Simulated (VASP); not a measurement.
# CO2 (Cmce) in VASP: single point with r2SCAN

Aim: the single point of CO2 with r2SCAN.

Everything below comes from runs of VASP 6.6.1. Logs are shortened: lines on timing, memory, paths and dates and some standing lists are left out, and cuts for length are marked.

**1. The cell of the first run**

It takes space group Cmce (No. 64, orthorhombic). The conventional cell has a = 5.459 Å, b = 4.900 Å, c = 6.551 Å, α = 90.00°, β = 90.00°, γ = 90.00°. C (site symmetry 2/m) has 2 O at 1.16 Å within 1.6 Å. O (site symmetry m) has 1 C at 1.16 Å within 1.6 Å.

**2. Single point, r2SCAN**

Input file POSCAR:

```
CO2
1.0
    2.7296133843     -2.4499252688      0.0000000000
    2.7296133843      2.4499252688      0.0000000000
    0.0000000000      0.0000000000      6.5506593548
C O
2 4
Direct
    0.0000000000      0.0000000000      0.0000000000
    0.5000000000      0.5000000000      0.5000000000
    0.8090292033      0.1909707967      0.8952544711
    0.1909707967      0.8090292033      0.1047455289
    0.6909707967      0.3090292033      0.3952544711
    0.3090292033      0.6909707967      0.6047455289
```

Input file INCAR.step1:

```
SYSTEM = CO2
  PREC = Accurate
  ENCUT = 520
  ISMEAR = 0
  SIGMA = 0.02
  LREAL = .False.
  LASPH = .True.
  NELM = 100
  NBANDS = 25
  GGA = PE
  ALGO = Normal
  EDIFF = 1E-4
  LWAVE = .True.
  LCHARG = .False.
```

Input file INCAR.step2:

```
SYSTEM = CO2
  PREC = Accurate
  ENCUT = 520
  EDIFF = 1E-7
  ISMEAR = 0
  SIGMA = 0.02
  LREAL = .False.
  LASPH = .True.
  NELM = 100
  ALGO = Normal
  ISIF = 2
  LWAVE = .False.
  LCHARG = .True.
  METAGGA = R2SCAN
  LMIXTAU = .True.
  LELF = .True.
  LVHAR = .True.
  NBANDS = 25
  ISTART = 1
```

Input file KPOINTS:

```
Automatic mesh
0
Gamma
  6 6 4
  0 0 0
```

Potentials or basis: VASP PAW PBE potentials, release 64 (C, O).

Started as:

```
$ cat potpaw_PBE.64/C/POTCAR potpaw_PBE.64/O/POTCAR > POTCAR
$ cp INCAR.step1 INCAR
$ mpirun -np 1 vasp_std > vasp.out
$ cp INCAR.step2 INCAR
$ mpirun -np 1 vasp_std > vasp.out
```

OUTCAR:

```text
SYSTEM = CO2
   PREC = Accurate
   ENCUT = 520
   EDIFF = 1E-7
   ISMEAR = 0
   LREAL = .False.
   LASPH = .True.
   NELM = 100
   ISIF = 2
   METAGGA = R2SCAN
   ISTART = 1

 ion  position               nearest neighbor table
   1  0.000  0.000  0.000-   3 1.16   4 1.16
   2  0.500  0.500  0.500-   5 1.16   6 1.16
   3  0.809  0.191  0.895-   1 1.16
   4  0.191  0.809  0.105-   1 1.16
   5  0.691  0.309  0.395-   2 1.16
   6  0.309  0.691  0.605-   2 1.16

  LATTYP: Found a base centered orthorhombic cell.
 ALAT       =     4.8998505376
 B/A-ratio  =     1.1141618967
 C/A-ratio  =     1.3369100352

  Lattice vectors:

 A1 = (  -2.7296133843,  -2.4499252688,   0.0000000000)
 A2 = (   2.7296133843,  -2.4499252688,   0.0000000000)
 A3 = (   0.0000000000,   0.0000000000,   6.5506593548)

Analysis of symmetry for initial positions (statically):
=====================================================================
 Subroutine PRICEL returns:
 Original cell was already a primitive cell.

 Routine SETGRP: Setting up the symmetry group for a
 base centered orthorhombic supercell.

 Subroutine GETGRP returns: Found  8 space group operations
 (whereof  4 operations were pure point group operations)
 out of a pool of  8 trial point group operations.

The static configuration has the point symmetry C_2h.
 The point group associated with its full space group is D_2h.

Analysis of symmetry for dynamics (positions and initial velocities):
=====================================================================
 Subroutine PRICEL returns:
 Original cell was already a primitive cell.

 Routine SETGRP: Setting up the symmetry group for a
 base centered orthorhombic supercell.

 Subroutine GETGRP returns: Found  8 space group operations
 (whereof  4 operations were pure point group operations)
 out of a pool of  8 trial point group operations.

The dynamic configuration has the point symmetry C_2h.
 The point group associated with its full space group is D_2h.

 Subroutine INISYM returns: Found  8 space group operations
 (whereof  4 operations are pure point group operations),
 and found     1 'primitive' translations

----------------------------------------------------------------------------------------

                                     Primitive cell

  volume of cell :      87.6131

  direct lattice vectors                    reciprocal lattice vectors
     2.729613384 -2.449925269  0.000000000     0.183176124 -0.204087858  0.000000000
     2.729613384  2.449925269  0.000000000     0.183176124  0.204087858  0.000000000
     0.000000000  0.000000000  6.550659355     0.000000000  0.000000000  0.152656389

  length of vectors
     3.667822658  3.667822658  6.550659355     0.274235932  0.274235932  0.152656389

  position of ions in fractional coordinates (direct lattice)
     0.000000000  0.000000000  0.000000000
     0.500000000  0.500000000  0.500000000
     0.809029203  0.190970797  0.895254471
     0.190970797  0.809029203  0.104745529
     0.690970797  0.309029203  0.395254471
     0.309029203  0.690970797  0.604745529

  ion indices of the primitive-cell ions
   primitive index   ion index
                 1           1
                 2           2
                 3           3
                 4           4
                 5           5
                 6           6

----------------------------------------------------------------------------------------

 KPOINTS: Automatic mesh

Automatic generation of k-mesh.
 Grid dimensions read from file:
 generate k-points for:    6    6    4

 Generating k-lattice:

  Cartesian coordinates                     Fractional coordinates (reciprocal lattice)
     0.030529354 -0.034014643  0.000000000     0.166666667  0.000000000  0.000000000
     0.030529354  0.034014643  0.000000000     0.000000000  0.166666667  0.000000000
     0.000000000  0.000000000  0.038164097     0.000000000  0.000000000  0.250000000

  Length of vectors
     0.045705989  0.045705989  0.038164097

  Shift w.r.t. Gamma in fractional coordinates (k-lattice)
     0.000000000  0.000000000  0.000000000

 Subroutine IBZKPT returns following result:
 ===========================================

 Found     39 irreducible k-points:

 Following reciprocal coordinates:
            Coordinates               Weight
  0.000000  0.000000  0.000000      1.000000
  0.166667  0.000000  0.000000      4.000000
  0.333333  0.000000  0.000000      4.000000
  0.500000  0.000000  0.000000      2.000000
  0.166667  0.166667  0.000000      2.000000
  0.333333  0.166667  0.000000      4.000000
[... 16 lines left out ...]
  0.333333  0.333333  0.250000      4.000000
  0.500000  0.333333  0.250000      8.000000
 [... further k-points ...]
   k-points           NKPTS =     39   k-points in BZ     NKDIM =     39   number of bands    NBANDS=     25
   number of dos      NEDOS =    301   number of ions     NIONS =      6
   total plane-waves  NPLWV =  39200
   dimension x,y,z NGX =    28 NGY =   28 NGZ =   50
   dimension x,y,z NGXF=    56 NGYF=   56 NGZF=  100
   ions per type =               2   4
   NGX,Y,Z   is equivalent  to a cutoff of  12.69, 12.69, 12.69 a.u.
   NGXF,Y,Z  is equivalent  to a cutoff of  25.38, 25.38, 25.38 a.u.
 SYSTEM =  CO2
   PREC   = accura    normal or accurate (medium, high low for compatibility)
   ISTART =      1    job   : 0-new  1-cont  2-samecut
   ICHARG =      0    charge: 1-file 2-atom 10-const
   ISPIN  =      1    spin polarized calculation?
   LNONCOLLINEAR =      F non collinear calculations
   LSORBIT =      F    spin-orbit coupling
   LASPH  =      T    aspherical Exc in radial PAW
   ENCUT  =  520.0 eV  38.22 Ry    6.18 a.u.   6.82  6.82 12.18*2*pi/ulx,y,z
   NELM   =    100;   NELMIN=  2; NELMDL=  0     # of ELM steps
   EDIFF  = 0.1E-06   stopping-criterion for ELM
   LREAL  =      F    real-space projection
   EDIFFG = 0.1E-05   stopping-criterion for IOM
   NSW    =      0    number of steps for IOM
   IBRION =     -1    ionic relax: 0-MD 1-quasi-New 2-CG
   NFREE  =      0    steps in history (QN), initial steepest desc. (CG)
   ISIF   =      2    stress and relaxation
   ISYM   =      2    0-nonsym 1-usesym 2-fastsym
   POTIM  = 0.5000    time-step for ionic-motion
   TEBEG  =    0.0;   TEEND  =   0.0 temperature during run
   PSTRESS=    0.0 pullay stress
   NELECT =      32.0000    total number of electrons
   NUPDOWN=      -1.0000    fix difference up-down
   EMIN   =  10.00;   EMAX   =-10.00  energy-range for DOS
   EFERMI =   0.00;   METHOD = LEGACY
   ISMEAR =     0;   SIGMA  =   0.02  broadening in eV -4-tet -1-fermi 0-gaus
   EFERMI_NEDOS =   21; number of points for ismear=-14 and -15
   IALGO  =     38    algorithm
   IMIX   =      4    mixing-type and parameters
     AMIX     =   0.40;   BMIX     =  1.00
     AMIX_MAG =   1.60;   BMIX_MAG =  1.00
  volume/ion in A,a.u.               =      14.60        98.54
  Fermi-wavevector in a.u.,A,eV,Ry     =   1.170223  2.211400 18.632104  1.369421
  Thomas-Fermi vector in A             =   2.306684
   LORBIT       =      0    0 simple, 1 ext, 2 COOP (PROOUT), +10 PAW based schemes
   METAGGA = R2SCAN    functional components
   LHFCALC =     F    Hartree Fock is set to
   AEXX    =    0.0000 exact exchange contribution
   IVDW    =     0    specifies the selected vdW correction
   LEPSILON=     F    determine dielectric tensor
   LRPA    =     F    only Hartree local field effects (RPA)
 non-spin polarized calculation
 Gauss-broadening in eV      SIGMA  =   0.02
  energy-cutoff  :      520.00
  volume of cell :       87.61
 maximum number of plane-waves:      2376
   NGX = 13   NGY = 13   NGZ = 25

 number of electron      31.9999984 magnetization

 Free energy of the ion-electron system (eV)
  ---------------------------------------------------
  ext. energy  EPLUGINS =         0.00000000
  ---------------------------------------------------
  free energy    TOTEN  =       -51.47247301 eV

  energy without entropy =      -51.47247301  energy(sigma->0) =      -51.47247301

 E-fermi :  -3.7101     XC(G=0):  -8.3307

 val. band max:       -3.9016334060   @ k =   0.5000   0.5000   0.0000
 cond. band min:       3.3449180632   @ k =   0.0000   0.0000   0.0000
 fundamental gap:      7.2465514692
 Fermi energy:        -3.7101393054

 k-point     1 :       0.0000    0.0000    0.0000
  band No.  band energies     occupation
      1     -25.9323      2.00000
      2     -25.7875      2.00000
      3     -24.6870      2.00000
      4     -24.6300      2.00000
      5      -9.4027      2.00000
      6      -9.3970      2.00000
[... 17 lines left out ...]
     24      12.6000      0.00000
     25      13.1315      0.00000

 k-point     2 :       0.1667    0.0000    0.0000
  band No.  band energies     occupation
      1     -25.9022      2.00000
      2     -25.7748      2.00000
      3     -24.6936      2.00000
      4     -24.6459      2.00000
      5      -9.5092      2.00000
      6      -9.4092      2.00000
[... 17 lines left out ...]
     24      11.7487      0.00000
     25      12.8276      0.00000

 k-point     3 :       0.3333    0.0000    0.0000
  band No.  band energies     occupation
      1     -25.8322      2.00000
      2     -25.7563      2.00000
      3     -24.7064      2.00000
      4     -24.6811      2.00000
      5      -9.6033      2.00000
      6      -9.4571      2.00000
[... 17 lines left out ...]
     24      10.5536      0.00000
     25      11.6290      0.00000

 k-point     4 :       0.5000    0.0000    0.0000
  band No.  band energies     occupation
      1     -25.7712      2.00000
      2     -25.7712      2.00000
      3     -24.7069      2.00000
      4     -24.7069      2.00000
      5      -9.5603      2.00000
      6      -9.5603      2.00000
[... 17 lines left out ...]
     24      10.4765      0.00000
     25      10.8087      0.00000
[... 477 lines left out ...]
 k-point    22 :      -0.1667    0.1667    0.2500
  band No.  band energies     occupation
      1     -25.8493      2.00000
      2     -25.7826      2.00000
      3     -24.6967      2.00000
      4     -24.6684      2.00000
      5      -9.5748      2.00000
      6      -9.3615      2.00000
[... 17 lines left out ...]
     24      11.2511      0.00000
     25      11.8563      0.00000

 k-point    23 :       0.3333    0.3333    0.2500
  band No.  band energies     occupation
      1     -25.7770      2.00000
      2     -25.7093      2.00000
      3     -24.7130      2.00000
      4     -24.7079      2.00000
      5      -9.7007      2.00000
      6      -9.5634      2.00000
[... 17 lines left out ...]
     24      11.1717      0.00000
     25      11.3460      0.00000

 k-point    24 :       0.5000    0.3333    0.2500
  band No.  band energies     occupation
      1     -25.7442      2.00000
      2     -25.6968      2.00000
      3     -24.7245      2.00000
      4     -24.7201      2.00000
      5      -9.7190      2.00000
      6      -9.5289      2.00000
[... 17 lines left out ...]
     24      10.3043      0.00000
     25      10.7101      0.00000

 [... further k-points ...]
[... 5 lines left out ...]
  --------------------------------------------------------------------------------------
  -------------------------------------------------------------------------------------
  Total       -0.1514899      2.2083757      1.0920718      0.0000000      0.0000000      0.0000000
  in kB       -2.7702907     40.3844854     19.9706771      0.0000000      0.0000000      0.0000000
  external PRESSURE =      19.1949573 kB  Pullay stress =       0.0000000 kB

 VOLUME and BASIS-vectors are now :
 -----------------------------------------------------------------------------
  energy-cutoff  :      520.00
  volume of cell :       87.61
      direct lattice vectors                 reciprocal lattice vectors
     2.729613384 -2.449925269  0.000000000     0.183176124 -0.204087858  0.000000000
     2.729613384  2.449925269  0.000000000     0.183176124  0.204087858  0.000000000
     0.000000000  0.000000000  6.550659355     0.000000000  0.000000000  0.152656389

 POSITION                                       TOTAL-FORCE (eV/Angst)
 -----------------------------------------------------------------------------------
      0.00000      0.00000      0.00000         0.000000      0.000000      0.000000
      2.72961      0.00000      3.27533        -0.000000      0.000000      0.000000
      2.72961     -1.51420      5.86451         0.000000      0.638767     -0.467448
      2.72961      1.51420      0.68615         0.000000     -0.638767      0.467448
      2.72961     -0.93573      2.58918         0.000000     -0.638767     -0.467448
      2.72961      0.93573      3.96148         0.000000      0.638767      0.467448
 -----------------------------------------------------------------------------------
    total drift:                               -0.000000     -0.000000      0.000000

  FREE ENERGIE OF THE ION-ELECTRON SYSTEM (eV)
  ---------------------------------------------------
  free  energy   TOTEN  =       -51.4724730139 eV

  energy  without entropy=      -51.4724730139  energy(sigma->0) =      -51.47247301
```

It took 6.7 min on 1 thread of Intel Xeon 8259CL, shared host; peak memory 0.23 GiB.

Results:

| Quantity | Value |
| --- | --- |
| Free energy | -51.4725 eV |
| Pressure | 1.9 GPa |
| Largest force | 0.792 eV/Å |
| Band gap on the k mesh | 7.25 eV (least direct gap 7.71 eV) |

Forces in eV/Å, atoms in the order of the input:
```
C    0.000  0.000  0.000
C    0.000  0.000  0.000
O    0.000  0.639 -0.467
O    0.000 -0.639  0.467
O    0.000 -0.639 -0.467
O    0.000  0.639  0.467
```

Stress tensor (GPa, compression positive):
```
-0.28  0.00  0.00
 0.00  4.04  0.00
 0.00  0.00  2.00
```

Caveat: the PAW data sets were made with another functional, which shifts forces and pressure a little.
